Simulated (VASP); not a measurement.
# AlGa3N4 (Pm) in VASP: notebook

Runs on AlGa3N4. Level: PBEsol. Tasks: single point.

Program: VASP 6.6.1. These are calculated values, not measurements. Logs are shortened: lines on timing, memory, paths and dates and some standing lists are left out, and cuts for length are marked.

**1. The cell of the first run**

The structure is monoclinic, space group Pm (No. 6). The conventional cell has a = 5.219 Å, b = 3.212 Å, c = 5.314 Å, α = 90.00°, β = 90.04°, γ = 90.00°. Within 2.5 Å of Al (site symmetry m) lie 4 N at 1.85 to 1.93 Å. Within 2.5 Å of Ga (site symmetry m) lie 4 N at 1.90 to 1.98 Å. Within 2.5 Å of Ga (site symmetry m) lie 4 N at 1.89 to 1.99 Å. Ga (site symmetry m) has 4 N at 1.91 to 1.98 Å within 2.5 Å. N (site symmetry m) has 1 Al at 1.85 Å and 3 Ga at 1.96 to 1.98 Å within 2.5 Å. N (site symmetry m) has 2 Ga at 1.91 to 1.99 Å and 2 Al at 1.91 Å within 2.5 Å. Within 2.5 Å of N (site symmetry m) lie 4 Ga at 1.89 to 1.98 Å. Within 2.5 Å of N (site symmetry m) lie 3 Ga at 1.90 to 1.95 Å and 1 Al at 1.93 Å.

**2. Single point, PBEsol (strain +0.015 along x and y, -0.030 along z)**

Input file INCAR:

```
PREC = Accurate ; ENCUT = 520
EDIFF = 1E-7 ; ISMEAR = 0
SIGMA = 0.05 ; LREAL = F
LASPH = T ; NELM = 100
ALGO = Normal ; ISIF = 2
LWAVE = F ; LCHARG = T
GGA = PS ; LELF = T
LVHAR = T ; NBANDS = 41
```

Input file KPOINTS:

```
regular mesh
0
Gamma
  6 8 6
```

Input file POSCAR:

```
AlGa3N4
1.0
    5.2194864674      0.0000000000      0.0001178576
    0.0000000000      3.2124595726      0.0000000000
   -0.0036394751      0.0000000000      5.3141393136
Al Ga N
1 3 4
Direct
    0.0006034227      0.5000000000      0.6673576245
    0.4991167030      0.5000000000      0.3349195796
    0.4990273845      0.0000000000      0.8315570005
    0.9998617813      0.0000000000      0.1661805284
    0.1196687538      0.5000000000      0.3400974154
    0.1176459792      0.0000000000      0.8263760592
    0.6204436392      0.0000000000      0.1662162869
    0.6312323464      0.5000000000      0.6672965055
```

Potentials or basis: VASP PAW PBE potentials, release 64 (Al, Ga_d, N).

On the command line:

```sh
$ cat potpaw_PBE.64/Al/POTCAR potpaw_PBE.64/Ga_d/POTCAR potpaw_PBE.64/N/POTCAR > POTCAR
$ mpirun -np 1 vasp_std > vasp.out
```

OUTCAR:

```text
PREC = Accurate
   ENCUT = 520
   EDIFF = 1E-7
   ISMEAR = 0
   LREAL = F
   LASPH = T
   NELM = 100
   ISIF = 2
   GGA = PS

 ion  position               nearest neighbor table
   1  0.001  0.500  0.667-   5 1.85   6 1.91   6 1.91   8 1.93   4 3.10   4 3.10   4 3.11   4 3.11

   2  0.499  0.500  0.335-   8 1.90   7 1.95   7 1.95   5 1.98
   3  0.499  0.000  0.832-   7 1.89   8 1.95   8 1.95   6 1.99
   4  1.000  0.000  0.166-   6 1.91   5 1.96   5 1.96   7 1.98   1 3.10   1 3.10   1 3.11   1 3.11

   5  0.120  0.500  0.340-   1 1.85   4 1.96   4 1.96   2 1.98
   6  0.118  0.000  0.826-   4 1.91   1 1.91   1 1.91   3 1.99
   7  0.620  0.000  0.166-   3 1.89   2 1.95   2 1.95   4 1.98
   8  0.631  0.500  0.667-   2 1.90   1 1.93   3 1.95   3 1.95

  LATTYP: Found a simple monoclinic cell.
 ALAT       =     5.2194864687
 B/A-ratio  =     0.6154742601
 C/A-ratio  =     1.0181347517
 COS(beta)  =    -0.0006622859

  Lattice vectors:

 A1 = (   5.2194864674,   0.0000000000,   0.0001178576)
 A2 = (   0.0000000000,   3.2124595726,   0.0000000000)
 A3 = (  -0.0036394751,   0.0000000000,   5.3141393136)

Analysis of symmetry for initial positions (statically):
=====================================================================
 Subroutine PRICEL returns:
 Original cell was already a primitive cell.

 Routine SETGRP: Setting up the symmetry group for a
 simple monoclinic supercell.

 Subroutine GETGRP returns: Found  2 space group operations
 (whereof  2 operations were pure point group operations)
 out of a pool of  4 trial point group operations.

The static configuration has the point symmetry C_1h.

Analysis of symmetry for dynamics (positions and initial velocities):
=====================================================================
 Subroutine PRICEL returns:
 Original cell was already a primitive cell.

 Routine SETGRP: Setting up the symmetry group for a
 simple monoclinic supercell.

 Subroutine GETGRP returns: Found  2 space group operations
 (whereof  2 operations were pure point group operations)
 out of a pool of  4 trial point group operations.

The dynamic configuration has the point symmetry C_1h.

 Subroutine INISYM returns: Found  2 space group operations
 (whereof  2 operations are pure point group operations),
 and found     1 'primitive' translations

----------------------------------------------------------------------------------------

                                     Primitive cell

  volume of cell :      89.1042

  direct lattice vectors                    reciprocal lattice vectors
     5.219486467  0.000000000  0.000117858     0.191589726  0.000000000  0.000131213
     0.000000000  3.212459573  0.000000000     0.000000000  0.311287964  0.000000000
    -0.003639475  0.000000000  5.314139314    -0.000004249  0.000000000  0.188177224

  length of vectors
     5.219486469  3.212459573  5.314140560     0.191589771  0.311287964  0.188177224

  position of ions in fractional coordinates (direct lattice)
     0.000603423  0.500000000  0.667357624
     0.499116703  0.500000000  0.334919580
     0.499027385  0.000000000  0.831557000
     0.999861781  0.000000000  0.166180528
     0.119668754  0.500000000  0.340097415
     0.117645979  0.000000000  0.826376059
     0.620443639  0.000000000  0.166216287
     0.631232346  0.500000000  0.667296505

  ion indices of the primitive-cell ions
   primitive index   ion index
                 1           1
                 2           2
                 3           3
                 4           4
                 5           5
                 6           6
                 7           7
                 8           8

----------------------------------------------------------------------------------------

 KPOINTS: regular mesh

Automatic generation of k-mesh.
 Grid dimensions read from file:
 generate k-points for:    6    8    6

 Generating k-lattice:

  Cartesian coordinates                     Fractional coordinates (reciprocal lattice)
     0.031931621  0.000000000  0.000021869     0.166666667  0.000000000  0.000000000
     0.000000000  0.038910996  0.000000000     0.000000000  0.125000000  0.000000000
    -0.000000708  0.000000000  0.031362871    -0.000000000  0.000000000  0.166666667

  Length of vectors
     0.031931629  0.038910996  0.031362871

  Shift w.r.t. Gamma in fractional coordinates (k-lattice)
     0.000000000  0.000000000  0.000000000

 Subroutine IBZKPT returns following result:
 ===========================================

 Found    100 irreducible k-points:

 Following reciprocal coordinates:
            Coordinates               Weight
  0.000000  0.000000  0.000000      1.000000
  0.166667  0.000000  0.000000      2.000000
  0.333333  0.000000 -0.000000      2.000000
  0.500000  0.000000 -0.000000      1.000000
  0.000000  0.125000  0.000000      2.000000
  0.166667  0.125000  0.000000      4.000000
[... 16 lines left out ...]
  0.333333  0.000000  0.166667      2.000000
  0.500000  0.000000  0.166667      2.000000
 [... further k-points ...]
   k-points           NKPTS =    100   k-points in BZ     NKDIM =    100   number of bands    NBANDS=     41
   number of dos      NEDOS =    301   number of ions     NIONS =      8
   total plane-waves  NPLWV =  38400
   dimension x,y,z NGX =    40 NGY =   24 NGZ =   40
   dimension x,y,z NGXF=    80 NGYF=   48 NGZF=   80
   ions per type =               1   3   4
   NGX,Y,Z   is equivalent  to a cutoff of  12.74, 12.42, 12.51 a.u.
   NGXF,Y,Z  is equivalent  to a cutoff of  25.48, 24.84, 25.03 a.u.
 SYSTEM =  unknown system
   PREC   = accura    normal or accurate (medium, high low for compatibility)
   ISTART =      0    job   : 0-new  1-cont  2-samecut
   ICHARG =      2    charge: 1-file 2-atom 10-const
   ISPIN  =      1    spin polarized calculation?
   LNONCOLLINEAR =      F non collinear calculations
   LSORBIT =      F    spin-orbit coupling
   LASPH  =      T    aspherical Exc in radial PAW
   ENCUT  =  520.0 eV  38.22 Ry    6.18 a.u.   9.70  5.97  9.88*2*pi/ulx,y,z
   NELM   =    100;   NELMIN=  2; NELMDL= -5     # of ELM steps
   EDIFF  = 0.1E-06   stopping-criterion for ELM
   LREAL  =      F    real-space projection
   EDIFFG = 0.1E-05   stopping-criterion for IOM
   NSW    =      0    number of steps for IOM
   IBRION =     -1    ionic relax: 0-MD 1-quasi-New 2-CG
   NFREE  =      0    steps in history (QN), initial steepest desc. (CG)
   ISIF   =      2    stress and relaxation
   ISYM   =      2    0-nonsym 1-usesym 2-fastsym
   POTIM  = 0.5000    time-step for ionic-motion
   TEBEG  =    0.0;   TEEND  =   0.0 temperature during run
   PSTRESS=    0.0 pullay stress
   NELECT =      62.0000    total number of electrons
   NUPDOWN=      -1.0000    fix difference up-down
   EMIN   =  10.00;   EMAX   =-10.00  energy-range for DOS
   EFERMI =   0.00;   METHOD = LEGACY
   ISMEAR =     0;   SIGMA  =   0.05  broadening in eV -4-tet -1-fermi 0-gaus
   EFERMI_NEDOS =   21; number of points for ismear=-14 and -15
   IALGO  =     38    algorithm
   IMIX   =      4    mixing-type and parameters
     AMIX     =   0.40;   BMIX     =  1.00
     AMIX_MAG =   1.60;   BMIX_MAG =  1.00
  volume/ion in A,a.u.               =      11.14        75.16
  Fermi-wavevector in a.u.,A,eV,Ry     =   1.450683  2.741394 28.633215  2.104482
  Thomas-Fermi vector in A             =   2.568267
   LORBIT       =      0    0 simple, 1 ext, 2 COOP (PROOUT), +10 PAW based schemes
   GGA     = PS    functional components
   LHFCALC =     F    Hartree Fock is set to
   AEXX    =    0.0000 exact exchange contribution
   IVDW    =     0    specifies the selected vdW correction
   LEPSILON=     F    determine dielectric tensor
   LRPA    =     F    only Hartree local field effects (RPA)
 non-spin polarized calculation
 Gauss-broadening in eV      SIGMA  =   0.05
  energy-cutoff  :      520.00
  volume of cell :       89.10
 maximum number of plane-waves:      2424
   NGX = 19   NGY = 11   NGZ = 19

 number of electron      61.9999998 magnetization

 Free energy of the ion-electron system (eV)
  ---------------------------------------------------
  ext. energy  EPLUGINS =         0.00000000
  ---------------------------------------------------
  free energy    TOTEN  =       -54.89734908 eV

  energy without entropy =      -54.89734908  energy(sigma->0) =      -54.89734908

 E-fermi :   5.7426     XC(G=0): -11.7397

 val. band max:        5.5344610644   @ k =   0.0000   0.0000   0.0000
 cond. band min:       7.7617554138   @ k =   0.0000   0.0000   0.0000
 fundamental gap:      2.2272943494
 Fermi energy:         5.7426038321

 k-point     1 :       0.0000    0.0000    0.0000
  band No.  band energies     occupation
      1     -10.3987      2.00000
      2      -9.4345      2.00000
      3      -9.2170      2.00000
      4      -8.9653      2.00000
      5      -7.8114      2.00000
      6      -7.7890      2.00000
[... 33 lines left out ...]
     40      15.5674      0.00000
     41      15.6219      0.00000

 k-point     2 :       0.1667    0.0000    0.0000
  band No.  band energies     occupation
      1     -10.3169      2.00000
      2      -9.4437      2.00000
      3      -9.2348      2.00000
      4      -8.9606      2.00000
      5      -7.8110      2.00000
      6      -7.7881      2.00000
[... 33 lines left out ...]
     40      15.5198      0.00000
     41      15.8910      0.00000

 k-point     3 :       0.3333    0.0000   -0.0000
  band No.  band energies     occupation
      1     -10.0991      2.00000
      2      -9.5243      2.00000
      3      -9.2639      2.00000
      4      -8.9476      2.00000
      5      -7.8100      2.00000
      6      -7.7882      2.00000
[... 33 lines left out ...]
     40      15.4872      0.00000
     41      15.4891      0.00000

 k-point     4 :       0.5000    0.0000   -0.0000
  band No.  band energies     occupation
      1      -9.8977      2.00000
      2      -9.6667      2.00000
      3      -9.2697      2.00000
      4      -8.9395      2.00000
      5      -7.8094      2.00000
      6      -7.7902      2.00000
[... 825 lines left out ...]
     40      15.5373      0.00000
     41      15.8192      0.00000

 k-point    23 :       0.3333    0.0000    0.1667
  band No.  band energies     occupation
      1     -10.0303      2.00000
      2      -9.4931      2.00000
      3      -9.2792      2.00000
      4      -8.9723      2.00000
      5      -7.7950      2.00000
      6      -7.7800      2.00000
[... 33 lines left out ...]
     40      15.5698      0.00000
     41      15.6798      0.00000

 k-point    24 :       0.5000    0.0000    0.1667
  band No.  band energies     occupation
      1      -9.8438      2.00000
      2      -9.6128      2.00000
      3      -9.2865      2.00000
      4      -8.9640      2.00000
      5      -7.7937      2.00000
      6      -7.7832      2.00000
[... 33 lines left out ...]
     40      15.4972      0.00000
     41      15.8935      0.00000

 [... further k-points ...]

------------------------ aborting loop because EDIFF is reached ----------------------------------------

  FORCE on cell =-STRESS in cart. coord.  units (eV):
  Direction    XX          YY          ZZ          XY          YZ          ZX
  --------------------------------------------------------------------------------------
  -------------------------------------------------------------------------------------
  Total       -3.0850039     -2.2543351      5.9617245      0.0000000      0.0000000      0.0181975
  in kB      -55.4712440    -40.5350459    107.1973619      0.0000000      0.0000000      0.3272089
  external PRESSURE =       3.7303574 kB  Pullay stress =       0.0000000 kB

 VOLUME and BASIS-vectors are now :
 -----------------------------------------------------------------------------
  energy-cutoff  :      520.00
  volume of cell :       89.10
      direct lattice vectors                 reciprocal lattice vectors
     5.219486467  0.000000000  0.000117858     0.191589726  0.000000000  0.000131213
     0.000000000  3.212459573  0.000000000     0.000000000  0.311287964  0.000000000
    -0.003639475  0.000000000  5.314139314    -0.000004249  0.000000000  0.188177224

 POSITION                                       TOTAL-FORCE (eV/Angst)
 -----------------------------------------------------------------------------------
      0.00072      1.60623      3.54643        -0.253751      0.000000      0.438278
      2.60391      1.60623      1.77987        -0.244406      0.000000     -0.421728
      2.60164      0.00000      4.41907        -0.218797      0.000000     -0.449688
      5.21816      0.00000      0.88322        -0.230725      0.000000      0.425784
      0.62337      1.60623      1.80734         0.269330      0.000000     -0.517381
      0.61104      0.00000      4.39149         0.193096      0.000000     -0.467226
      3.23779      0.00000      0.88337         0.226838      0.000000      0.520334
      3.29228      1.60623      3.54618         0.258414      0.000000      0.471627
 -----------------------------------------------------------------------------------
    total drift:                               -0.000360      0.000000      0.000409

  FREE ENERGIE OF THE ION-ELECTRON SYSTEM (eV)
  ---------------------------------------------------
  free  energy   TOTEN  =       -54.8973490790 eV

  energy  without entropy=      -54.8973490790  energy(sigma->0) =      -54.89734908
```

It took 5.5 min on 1 thread of Intel Xeon Platinum 8488C (Sapphire Rapids), shared host; peak memory 0.39 GiB.

Results:

* Free energy: -54.8973 eV
* Pressure: 0.4 GPa
* Largest force: 0.583 eV/Å
* Band gap on the k mesh: 2.23 eV

Forces in eV/Å, atoms in the order of the input:
```
Al  -0.254  0.000  0.438
Ga  -0.244  0.000 -0.422
Ga  -0.219  0.000 -0.450
Ga  -0.231  0.000  0.426
N    0.269  0.000 -0.517
N    0.193  0.000 -0.467
N    0.227  0.000  0.520
N    0.258  0.000  0.472
```

Stress tensor (GPa, compression positive):
```
-5.55  0.00  0.03
 0.00 -4.05  0.00
 0.03  0.00 10.72
```

Caveat: the cell differs from its parent crystal (strain +0.015 along x and y, -0.030 along z); the PAW data sets were made with another functional, which shifts forces and pressure a little.

**3. Single point, PBEsol (strain +0.000 along x and y, +0.015 along z)**

Input file INCAR:

```
PREC = Accurate ; ENCUT = 520
EDIFF = 1E-6 ; ISMEAR = 0
SIGMA = 0.05 ; LREAL = F
LASPH = T ; NELM = 80
ALGO = Normal ; ISIF = 2
LWAVE = F ; LCHARG = F
GGA = PS ; NBANDS = 41
```

Input file KPOINTS:

```
Automatic mesh
0
Gamma
  6 8 6
```

Changes to POSCAR since step 2:

```diff
@@ -2,5 +2,5 @@
 1.0
-    5.2194864674      0.0000000000      0.0001178576
-    0.0000000000      3.2124595726      0.0000000000
-   -0.0036394751      0.0000000000      5.3141393136
+    5.1423511994      0.0000000000      0.0001233252
+    0.0000000000      3.1649848006      0.0000000000
+   -0.0035856898      0.0000000000      5.5606715498
 Al Ga N
```

Potentials or basis: VASP PAW PBE potentials, release 64 (Al, Ga_d, N).

On the command line:

```sh
$ cat potpaw_PBE.64/Al/POTCAR potpaw_PBE.64/Ga_d/POTCAR potpaw_PBE.64/N/POTCAR > POTCAR
$ mpirun -np 1 vasp_std > vasp.out
```

Run time: 4.6 min. Hardware: 1 thread of Intel Xeon Platinum 8488C (Sapphire Rapids), shared host; peak memory 0.4 GiB.

Results (log left out):

- Free energy: -55.0006 eV
- Pressure: -2.9 GPa
- Largest force: 0.159 eV/Å
- Band gap on the k mesh: 2.25 eV

Forces in eV/Å, atoms in the order of the input:
```
Al   0.075  0.000 -0.107
Ga   0.082  0.000  0.098
Ga   0.080  0.000  0.115
Ga   0.056  0.000 -0.092
N   -0.074  0.000  0.123
N   -0.054  0.000  0.120
N   -0.067  0.000 -0.133
N   -0.098  0.000 -0.125
```

Stress tensor (GPa, compression positive):
```
-1.01  0.00 -0.01
 0.00 -1.57  0.00
-0.01  0.00 -6.07
```

Levels at points of the mesh, in eV from the valence-band top:
```tsv
k point	band 28	band 29	band 30	band 31	band 32	band 33	band 34	band 35
(0.00, 0.00, 0.00)	-0.81	-0.10	-0.08	0.00	2.25	4.44	5.20	5.73
(0.50, 0.00, 0.00)	-0.79	-0.67	-0.43	-0.37	4.33	4.42	4.47	4.94
(0.00, 0.50, 0.00)	-2.07	-2.03	-1.85	-1.82	5.56	5.58	6.73	6.94
(0.50, 0.50, 0.00)	-1.66	-1.44	-1.40	-1.39	5.65	5.81	5.90	6.17
(0.00, 0.00, 0.50)	-0.79	-0.61	-0.57	-0.30	4.49	4.67	6.05	6.36
(0.50, 0.00, 0.50)	-1.51	-1.13	-1.10	-1.06	5.27	5.33	5.41	5.76
(0.00, 0.50, 0.50)	-2.22	-2.14	-1.02	-0.90	4.62	5.00	5.53	5.54
(0.50, 0.50, 0.50)	-1.82	-1.72	-1.64	-1.61	4.22	4.32	4.37	4.80
```

Caveat: the cell differs from its parent crystal (strain +0.000 along x and y, +0.015 along z); the PAW data sets were made with another functional, which shifts forces and pressure a little.

**4. Single point, PBEsol (strain +0.000 along x and y, -0.030 along z)**

Input file INCAR:

```
SYSTEM = AlGa3N4
PREC = Accurate ; ENCUT = 520
EDIFF = 1E-6 ; ISMEAR = 0
SIGMA = 0.05 ; LREAL = .FALSE.
LASPH = .TRUE. ; NELM = 60
ALGO = Normal ; ISIF = 2
LWAVE = .FALSE. ; LCHARG = .FALSE.
GGA = PS ; NBANDS = 41
```

Input file KPOINTS:

```
regular mesh
0
G
  6 8 6
  0 0 0
```

Changes to POSCAR since step 3:

```diff
@@ -2,5 +2,5 @@
 1.0
-    5.1423511994      0.0000000000      0.0001233252
+    5.1423511994      0.0000000000      0.0001178576
     0.0000000000      3.1649848006      0.0000000000
-   -0.0035856898      0.0000000000      5.5606715498
+   -0.0035856898      0.0000000000      5.3141393136
 Al Ga N
```

On the command line:

```sh
$ cat potpaw_PBE.64/Al/POTCAR potpaw_PBE.64/Ga_d/POTCAR potpaw_PBE.64/N/POTCAR > POTCAR
$ mpirun -np 1 vasp_std > vasp.out
```

It took 8.2 min on 1 thread of Intel Xeon Platinum 8259CL at 2.50GHz (Skylake/Cascade Lake), shared host; peak memory 0.37 GiB.

The run converged. Its results:

```
Free energy            : -54.9160 eV
Pressure               : 6.3 GPa
Largest force          : 0.437 eV/Å
Band gap on the k mesh : 2.50 eV
```

Forces on the atoms (eV/Å):
```
Al  -0.189  0.000  0.335
Ga  -0.200  0.000 -0.307
Ga  -0.188  0.000 -0.345
Ga  -0.183  0.000  0.308
N    0.210  0.000 -0.383
N    0.158  0.000 -0.342
N    0.183  0.000  0.379
N    0.210  0.000  0.355
```

Stress tensor (GPa, compression positive):
```
 1.90  0.00  0.03
 0.00  3.18  0.00
 0.03  0.00 13.75
```

Levels at points of the mesh, in eV from the valence-band top:
```
           k point  band 29  band 30  band 31  band 32  band 33  band 34
(0.00, 0.00, 0.00)    -0.19    -0.11     0.00     2.50     4.77     5.08
(0.50, 0.00, 0.00)    -0.71    -0.44    -0.31     4.29     4.45     4.74
(0.00, 0.50, 0.00)    -2.23    -1.93    -1.88     5.45     5.48     7.02
(0.50, 0.50, 0.00)    -1.66    -1.63    -1.61     5.70     5.90     5.98
(0.00, 0.00, 0.50)    -0.80    -0.64    -0.53     4.60     4.73     6.12
(0.50, 0.00, 0.50)    -1.38    -1.35    -1.29     5.28     5.35     5.44
(0.00, 0.50, 0.50)    -2.28    -1.01    -0.89     5.16     5.29     5.70
(0.50, 0.50, 0.50)    -1.79    -1.77    -1.75     4.38     4.43     4.54
```

Caveat: the cell differs from its parent crystal (strain +0.000 along x and y, -0.030 along z); the cell stands under pressure; the PAW data sets were made with another functional, which shifts forces and pressure a little. A k mesh can miss the band edges.

(Part 1 of 2 ends here.)
